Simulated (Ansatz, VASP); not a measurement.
LiS3: VASP beside Ansatz

File INCAR:

```
ALGO = Normal ; EDIFF = 1E-6
EDIFFG = -0.01 ; ENCUT = 600
GGA = PE ; IBRION = 2
ISIF = 3 ; ISMEAR = 0
LASPH = T ; LCHARG = F
LREAL = F ; LWAVE = F
NELM = 100 ; NSW = 100
PREC = Accurate ; SIGMA = 0.1
```

Contents of KPOINTS:

```
k-points
0
Gamma
  12 12 12
```

Contents of POSCAR:

```
LiS3
1.0
    4.0081371343      0.0000000000      0.0000000000
    0.0000000000      4.0081371343      0.0000000000
    0.0000000000      0.0000000000      4.0081371343
Li S
1 3
Direct
    0.5000000000      0.5000000000      0.5000000000
    0.5000000000      0.0000000000      0.0000000000
    0.0000000000      0.5000000000      0.0000000000
    0.0000000000      0.0000000000      0.5000000000
```

Input for Ansatz:

```yaml
crystal:
  lattice:
    - [4.0081371343, 0.0, 0.0]
    - [0.0, 4.0081371343, 0.0]
    - [0.0, 0.0, 4.0081371343]
  atoms:
    - { symbol: Li, position: [0.5, 0.5, 0.5] }
    - { symbol: S, position: [0.5, 0.0, 0.0] }
    - { symbol: S, position: [0.0, 0.5, 0.0] }
    - { symbol: S, position: [0.0, 0.0, 0.5] }
basis:
  ecutwfc: 420
kpoints:
  mp_grid: { grid: [12, 12, 12] }
hamiltonian:
  xc: pbe
scf:
  occupations: { method: gaussian, width: 0.1 }
output:
  forces: true
  stress: true
  eigenvalues: true
  write_density: true
  write_potential: true
  elf: true
  volumetric_format: npy
relax:
  adjacent_minimum: "off"
  f_tol: 0.01
  max_steps: 80
  cell: { stress_tol: 0.05 }
```

Change from the starting cell: species swapped into the LiIn3 type (Pm-3m, No. 221).

Alike in both runs: task relaxation of cell and atoms; functional PBE; k mesh 12 × 12 × 12; occupations gaussian, width 0.1 eV; no spin polarisation.

```csv
,VASP,Ansatz
version,VASP 6.6.1,Ansatz 0.2.0
potentials or method,"VASP PAW PBE potentials, release 64 (Li_sv, S), cutoff 600 eV","scalar-relativistic, plane waves, PAW"
valence electrons in the cell,21,21
```

VASP gave:

- gap on the k mesh at the Fermi level, each at its own relaxed structure (eV): none
- relaxed volume (Å³/atom): 16.10
- relaxed cell length with the largest relative difference (Å): 4.008

**Question.** What did Ansatz give for the same quantities?

**Answer.** gap on the k mesh at the Fermi level, each at its own relaxed structure (eV): none; relaxed volume (Å³/atom): 16.14; relaxed cell length with the largest relative difference (Å): 4.012.

A gap of «none» marks a metal or a gap that the smearing closes.

Noted on VASP's run: the cutoff is short for stress, so the pressure is rough; the relaxation stopped at its first step, so nothing moved.
